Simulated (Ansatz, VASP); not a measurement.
# Two plane-wave programs on C

The input INCAR:

```
SYSTEM = C
ALGO = Normal
EDIFF = 1E-7
ENCUT = 520
GGA = PE
ISIF = 2
ISMEAR = -1
LASPH = .TRUE.
LCHARG = .FALSE.
LREAL = .FALSE.
LWAVE = .FALSE.
NBANDS = 36
NELM = 80
PREC = Accurate
SIGMA = 0.05
```

File KPOINTS:

```
k-points
0
G
  12 12 3
  0 0 0
```

The input POSCAR:

```
C
1.0
    2.5051726443      0.0000000000      0.0000000000
   -1.2525863222      2.1695431509      0.0000000000
    0.0000000000      0.0000000000     12.2727733403
C
12
Direct
    0.6666666667      0.3333333333      0.3541700000
    0.3333333333      0.6666666667      0.8541700000
    0.6666666667      0.3333333333      0.1458300000
    0.3333333333      0.6666666667      0.6458300000
    0.6666666667      0.3333333333      0.4791700000
    0.3333333333      0.6666666667      0.9791700000
    0.6666666667      0.3333333333      0.0208300000
    0.3333333333      0.6666666667      0.5208300000
    0.0000000000      0.0000000000      0.8125000000
    0.0000000000      0.0000000000      0.3125000000
    0.0000000000      0.0000000000      0.6875000000
    0.0000000000      0.0000000000      0.1875000000
```

File input.yaml:

```yaml
crystal:
  lattice:
    - [2.5051726443, 0.0, 0.0]
    - [-1.2525863222, 2.1695431509, 0.0]
    - [0.0, 0.0, 12.2727733403]
  atoms:
    - { symbol: C, position: [0.6666666667, 0.3333333333, 0.35417] }
    - { symbol: C, position: [0.3333333333, 0.6666666667, 0.85417] }
    - { symbol: C, position: [0.6666666667, 0.3333333333, 0.14583] }
    - { symbol: C, position: [0.3333333333, 0.6666666667, 0.64583] }
    - { symbol: C, position: [0.6666666667, 0.3333333333, 0.47917] }
    - { symbol: C, position: [0.3333333333, 0.6666666667, 0.97917] }
    - { symbol: C, position: [0.6666666667, 0.3333333333, 0.02083] }
    - { symbol: C, position: [0.3333333333, 0.6666666667, 0.52083] }
    - { symbol: C, position: [0.0, 0.0, 0.8125] }
    - { symbol: C, position: [0.0, 0.0, 0.3125] }
    - { symbol: C, position: [0.0, 0.0, 0.6875] }
    - { symbol: C, position: [0.0, 0.0, 0.1875] }
hamiltonian:
  xc: pbe
  pseudopotentials: { kind: nc }
kpoints:
  mp_grid: { grid: [12, 12, 3] }
scf:
  occupations: { method: fermi_dirac, width: 0.05 }
output:
  forces: true
  stress: true
  eigenvalues: true
  write_density: true
  write_potential: true
  elf: true
  volumetric_format: npy
```

Alike in both runs: task single point; functional PBE; k mesh 12 × 12 × 3; occupations fermi-dirac, width 0.05 eV; no spin polarisation.

```csv
,VASP,Ansatz
version,VASP 6.6.1,Ansatz 0.2.0
potentials or method,"VASP PAW PBE potentials, release 64 (C)",Ansatz NC
plane-wave cutoff (eV),520,1116
valence electrons in the cell,48,48
```

|  | VASP | Ansatz | Ansatz less VASP |
| --- | --- | --- | --- |
| gap on the k mesh at the Fermi level (eV) | 4.43 | 4.45 | +0.011 |
| least direct gap on the mesh (eV) | 5.35 | 5.36 | +0.018 |
| pressure (GPa) | 12.1 | 11.3 | -0.80 |
| traceless stress, the component that is largest in VASP (GPa) | 5.75 | 5.75 | -0.003 |
| rms of the force components (eV/Å) | 0.157 | 0.157 | -0.0003 |

Atom by atom the forces differ by 0.000 eV/Å (rms over components).

Noted on Ansatz's run: odd divisions of the mesh miss points on the zone boundary, where band edges often lie, so the gap on the mesh can be too wide.
